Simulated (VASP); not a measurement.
Here is a VASP 6.6.1 calculation.

The input INCAR:

```
SYSTEM = BeTe
ALGO     = Normal         ! electronic algorithm
EDIFF    = 1E-8           ! SCF threshold, eV
ENCUT    = 520            ! plane-wave cutoff, eV
GGA      = PE             ! functional
ISIF     = 2              ! what is computed and relaxed
ISMEAR   = -1             ! smearing method
LASPH    = .TRUE.         ! aspherical terms in the spheres
LCHARG   = .FALSE.        ! write CHGCAR
LEFG     = .TRUE.       
LREAL    = .FALSE.        ! projectors in reciprocal space
LWAVE    = .FALSE.        ! write WAVECAR
NBANDS   = 11             ! bands
NELM     = 80             ! most SCF steps
PREC     = Accurate       ! precision mode
SIGMA    = 0.05           ! smearing width, eV
```

KPOINTS

```
k-points
0
G
  13 13 13
  0 0 0
```

POSCAR

```
BeTe
1.0
    0.0000000000      2.6978085117      2.6978085117
    2.6978085117      0.0000000000      2.6978085117
    2.6978085117      2.6978085117      0.0000000000
Be Te
1 1
Direct
    0.0000000000      0.0000000000      0.0000000000
    0.5000000000      0.5000000000      0.5000000000
```

Potentials or basis: VASP PAW PBE potentials, release 64 (Be, Te).

Launch:

```console
$ cat potpaw_PBE.64/Be/POTCAR potpaw_PBE.64/Te/POTCAR > POTCAR
$ mpirun -np 1 vasp_std > vasp.out
```

Predict the band gap on the k mesh.

zero (band 4 reaches 7.28 eV, above the bottom of band 5 at 6.11 eV).

What does it give for the pressure?

-1.2 GPa.

Caveat: without QUAD_EFG the Cq values of the log hold for a quadrupole moment of 1 mb, not for the nuclei; spin-orbit coupling is left out, which moves the levels of the heavy elements.
